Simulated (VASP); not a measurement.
# Ta (Im-3m) in VASP: a series of runs, part 2 of 2

VASP 6.6.1.

### Step 3. Relaxation of volume and atoms at fixed shape, r2SCAN

This run uses another cell than the first one, of 18.01 Å³/atom, 0.993 times its volume.

POSCAR

```
Ta
1.0
    2.8601010000      0.0000000000      0.0000000000
   -0.9533669701      2.6965290932      0.0000000000
   -0.9533669701     -1.3482644833      2.3352627333
Ta
1
Direct
    0.0000000000      0.0000000000      0.0000000000
```

INCAR.step1

```
SYSTEM = Ta
PREC = Accurate
ENCUT = 600
ISMEAR = -1
SIGMA = 0.1
LREAL = .False.
LASPH = .True.
NELM = 80
GGA = PE
ALGO = Normal
EDIFF = 1E-4
LWAVE = .True.
LCHARG = .False.
```

INCAR.step2

```
SYSTEM = Ta
PREC = Accurate
ENCUT = 600
EDIFF = 1E-7
ISMEAR = -1
SIGMA = 0.1
LREAL = .False.
LASPH = .True.
NELM = 80
ALGO = Normal
ISIF = 8
LWAVE = .False.
LCHARG = .False.
METAGGA = R2SCAN
LMIXTAU = .True.
IBRION = 2
NSW = 80
EDIFFG = -0.01
ISTART = 1
```

KPOINTS

```
Automatic mesh
0
Gamma
  9 9 9
  0 0 0
```

Potentials or basis: VASP PAW PBE potentials, release 64 (Ta_pv).

Started as:

```console
> cat potpaw_PBE.64/Ta_pv/POTCAR > POTCAR
> cp INCAR.step1 INCAR
> mpirun -np 1 vasp_std > vasp.out
> cp INCAR.step2 INCAR
> mpirun -np 1 vasp_std > vasp.out
```

OUTCAR:

```text
SYSTEM = Ta
   PREC = Accurate
   ENCUT = 600
   EDIFF = 1E-7
   ISMEAR = -1
   LREAL = .False.
   LASPH = .True.
   NELM = 80
   ISIF = 8
   METAGGA = R2SCAN
   IBRION = 2
   NSW = 80
   EDIFFG = -0.01
   ISTART = 1

 ion  position               nearest neighbor table
   1  0.000  0.000  0.000-

  LATTYP: Found a body centered cubic cell.
 ALAT       =     3.3025601645

  Lattice vectors:

 A1 = (   2.8601010000,   0.0000000000,   0.0000000000)
 A2 = (  -0.9533669701,   2.6965290932,   0.0000000000)
 A3 = (  -0.9533669701,  -1.3482644833,   2.3352627333)

Analysis of symmetry for initial positions (statically):
=====================================================================
 Subroutine PRICEL returns:
 Original cell was already a primitive cell.

 Routine SETGRP: Setting up the symmetry group for a
 body centered cubic supercell.

 Subroutine GETGRP returns: Found 48 space group operations
 (whereof 48 operations were pure point group operations)
 out of a pool of 48 trial point group operations.

The static configuration has the point symmetry O_h .

Analysis of symmetry for dynamics (positions and initial velocities):
=====================================================================
 Subroutine PRICEL returns:
 Original cell was already a primitive cell.

 Routine SETGRP: Setting up the symmetry group for a
 body centered cubic supercell.

 Subroutine GETGRP returns: Found 48 space group operations
 (whereof 48 operations were pure point group operations)
 out of a pool of 48 trial point group operations.

The dynamic configuration has the point symmetry O_h .

 Subroutine INISYM returns: Found 48 space group operations
 (whereof 48 operations are pure point group operations),
 and found     1 'primitive' translations

----------------------------------------------------------------------------------------

                                     Primitive cell

  volume of cell :      18.0104

  direct lattice vectors                    reciprocal lattice vectors
     2.860101000  0.000000000  0.000000000     0.349638002  0.123615697  0.214108661
    -0.953366970  2.696529093  0.000000000     0.000000000  0.370847102  0.214108661
    -0.953366970 -1.348264483  2.335262733     0.000000000  0.000000000  0.428217342

  length of vectors
     2.860101000  2.860101000  2.860101000     0.428217342  0.428217342  0.428217342

  position of ions in fractional coordinates (direct lattice)
     0.000000000  0.000000000  0.000000000

  ion indices of the primitive-cell ions
   primitive index   ion index
                 1           1

----------------------------------------------------------------------------------------

 KPOINTS: Automatic mesh

Automatic generation of k-mesh.
 Grid dimensions read from file:
 generate k-points for:    9    9    9

 Generating k-lattice:

  Cartesian coordinates                     Fractional coordinates (reciprocal lattice)
     0.038848667  0.013735077  0.023789851     0.111111111  0.000000000  0.000000000
[... 21 lines left out ...]
  0.111111  0.111111 -0.000000     24.000000
[... 16 lines left out ...]
 -0.333333  0.444444  0.111111     48.000000
 -0.444444 -0.444444  0.111111     24.000000
 [... further k-points ...]
   k-points           NKPTS =     35   k-points in BZ     NKDIM =     35   number of bands    NBANDS=      9
   number of dos      NEDOS =    301   number of ions     NIONS =      1
   total plane-waves  NPLWV =  13824
   dimension x,y,z NGX =    24 NGY =   24 NGZ =   24
   dimension x,y,z NGXF=    48 NGYF=   48 NGZF=   48
   ions per type =               1
   NGX,Y,Z   is equivalent  to a cutoff of  13.95, 13.95, 13.95 a.u.
   NGXF,Y,Z  is equivalent  to a cutoff of  27.90, 27.90, 27.90 a.u.
 SYSTEM =  Ta
   PREC   = accura    normal or accurate (medium, high low for compatibility)
   ISTART =      1    job   : 0-new  1-cont  2-samecut
   ICHARG =      0    charge: 1-file 2-atom 10-const
   ISPIN  =      1    spin polarized calculation?
   LNONCOLLINEAR =      F non collinear calculations
   LSORBIT =      F    spin-orbit coupling
   LASPH  =      T    aspherical Exc in radial PAW
   ENCUT  =  600.0 eV  44.10 Ry    6.64 a.u.   5.71  5.71  5.71*2*pi/ulx,y,z
   NELM   =     80;   NELMIN=  2; NELMDL=  0     # of ELM steps
   EDIFF  = 0.1E-06   stopping-criterion for ELM
   LREAL  =      F    real-space projection
   EDIFFG = -.1E-01   stopping-criterion for IOM
   NSW    =     80    number of steps for IOM
   IBRION =      2    ionic relax: 0-MD 1-quasi-New 2-CG
   NFREE  =      1    steps in history (QN), initial steepest desc. (CG)
   ISIF   =      8    stress and relaxation
   ISYM   =      2    0-nonsym 1-usesym 2-fastsym
   POTIM  = 0.5000    time-step for ionic-motion
   TEBEG  =    0.0;   TEEND  =   0.0 temperature during run
   PSTRESS=    0.0 pullay stress
   NELECT =      11.0000    total number of electrons
   NUPDOWN=      -1.0000    fix difference up-down
   EMIN   =  10.00;   EMAX   =-10.00  energy-range for DOS
   EFERMI =   0.00;   METHOD = LEGACY
   ISMEAR =    -1;   SIGMA  =   0.10  broadening in eV -4-tet -1-fermi 0-gaus
   EFERMI_NEDOS =   21; number of points for ismear=-14 and -15
   IALGO  =     38    algorithm
   IMIX   =      4    mixing-type and parameters
     AMIX     =   0.40;   BMIX     =  1.00
     AMIX_MAG =   1.60;   BMIX_MAG =  1.00
  volume/ion in A,a.u.               =      18.01       121.54
  Fermi-wavevector in a.u.,A,eV,Ry     =   1.388987  2.624806 26.249531  1.929286
  Thomas-Fermi vector in A             =   2.513061
   LORBIT       =      0    0 simple, 1 ext, 2 COOP (PROOUT), +10 PAW based schemes
   METAGGA = R2SCAN    functional components
   LHFCALC =     F    Hartree Fock is set to
   AEXX    =    0.0000 exact exchange contribution
   IVDW    =     0    specifies the selected vdW correction
   LEPSILON=     F    determine dielectric tensor
   LRPA    =     F    only Hartree local field effects (RPA)
 conjugate gradient relaxation of ions
 non-spin polarized calculation
  energy-cutoff  :      600.00
  volume of cell :       18.01
 maximum number of plane-waves:       619
   NGX = 11   NGY = 11   NGZ = 11

--------------------------------------- Ionic step        1  -------------------------------------------

 number of electron      11.0000002 magnetization

 Free energy of the ion-electron system (eV)
  ---------------------------------------------------
  ext. energy  EPLUGINS =         0.00000000
  ---------------------------------------------------
  free energy    TOTEN  =       -48.59146278 eV

  energy without entropy =      -48.54134716  energy(sigma->0) =      -48.56640497

------------------------ aborting loop because EDIFF is reached ----------------------------------------

  FORCE on cell =-STRESS in cart. coord.  units (eV):
  Direction    XX          YY          ZZ          XY          YZ          ZX
  --------------------------------------------------------------------------------------
  -------------------------------------------------------------------------------------
  Total        0.2253978      0.2253978      0.2253978      0.0000000      0.0000000      0.0000000
  in kB       20.0510917     20.0510918     20.0510924      0.0000002      0.0000005      0.0000004
  external PRESSURE =      20.0510920 kB  Pullay stress =       0.0000000 kB
[... 57 lines left out ...]
--------------------------------------- Ionic step        3  -------------------------------------------

 number of electron      11.0000001 magnetization

 Free energy of the ion-electron system (eV)
  ---------------------------------------------------
  ext. energy  EPLUGINS =         0.00000000
  ---------------------------------------------------
  free energy    TOTEN  =       -48.59258573 eV

  energy without entropy =      -48.54282860  energy(sigma->0) =      -48.56770716

 E-fermi :   5.2827     XC(G=0): -13.7145

 val. band max:        5.2817895759   @ k =   0.1111   0.1111  -0.0000
 cond. band min:       5.2840593208   @ k =   0.3333   0.1111   0.1111
 fundamental gap:      0.0022697448
 Fermi energy:         5.2826643578

 k-point     1 :       0.0000    0.0000    0.0000
  band No.  band energies     occupation
      1     -29.0315      2.00000
      2     -29.0315      2.00000
      3     -29.0315      2.00000
      4      -3.0462      2.00000
      5       6.0823      0.00067
      6       6.0823      0.00067
      7       6.0823      0.00067
      8       9.5320      0.00000
      9       9.5320      0.00000
[... 265 lines left out ...]
 k-point    24 :      -0.4444   -0.4444    0.1111
  band No.  band energies     occupation
      1     -30.1030      2.00000
      2     -29.5978      2.00000
      3     -29.2222      2.00000
      4       1.9684      2.00000
      5       4.5075      1.99914
      6       4.5249      1.99898
      7       8.0576      0.00000
      8      11.3665      0.00000
      9      14.3134      0.00000

 [... further k-points ...]
[... 5 lines left out ...]
  --------------------------------------------------------------------------------------
  -------------------------------------------------------------------------------------
  Total        0.0000158      0.0000158      0.0000158      0.0000000      0.0000000      0.0000000
  in kB        0.0013949      0.0013949      0.0013949      0.0000000      0.0000000      0.0000000
  external PRESSURE =       0.0013949 kB  Pullay stress =       0.0000000 kB
[... 16 lines left out ...]
  FREE ENERGIE OF THE ION-ELECTRON SYSTEM (eV)
  ---------------------------------------------------
  free  energy   TOTEN  =       -48.5925857303 eV

  energy  without entropy=      -48.5428285962  energy(sigma->0) =      -48.56770716

 reached required accuracy - stopping structural energy minimisation
```

Wall time 52 s (1 thread of Intel Xeon 6975P-C, shared host); peak memory 0.15 GiB.

Results:

```yaml
Free_energy: -48.5926 eV
Relaxed_volume: 18.19 Å³/atom
Relaxed_cell: a = 2.870 Å, b = 2.870 Å, c = 2.870 Å, α = 109.47°, β = 109.47°, γ = 109.47°
Space_group_after_relaxing_to_0.05_Å: Im-3m (No. 229)
Energy_gained_by_relaxing: 1.1 meV/atom
Ionic_steps: 3
Pressure_after_relaxing: 0.0 GPa
```

Step by step:
```csv
step,energy change (eV),largest force (eV/Å),pressure (GPa),volume (Å³)
1,0.0000,0.0000,2.01,18.01
2,0.0044,0.0000,-4.24,18.60
3,-0.0011,0.0000,0.00,18.19
```

Final structure:
```cif
data_structure
_symmetry_space_group_name_H-M 'P 1'
_symmetry_Int_Tables_number 1
_cell_length_a 2.8697
_cell_length_b 2.8697
_cell_length_c 2.8697
_cell_angle_alpha 109.471
_cell_angle_beta 109.471
_cell_angle_gamma 109.471
_cell_volume 18.19
loop_
_atom_site_label
_atom_site_type_symbol
_atom_site_fract_x
_atom_site_fract_y
_atom_site_fract_z
_atom_site_occupancy
Ta1 Ta 0.00000 0.00000 0.00000 1
```

Levels at points of the mesh, in eV from the Fermi level:
```csv
k point,band 2,band 3,band 4,band 5,band 6,band 7,band 8,band 9
"(0.00, 0.00, 0.00)",-34.31,-34.31,-8.33,0.80,0.80,0.80,4.25,4.25
```

Caveat: the PAW data sets were made with another functional, which shifts forces and pressure a little; spin-orbit coupling is left out, which moves the levels of the heavy elements.
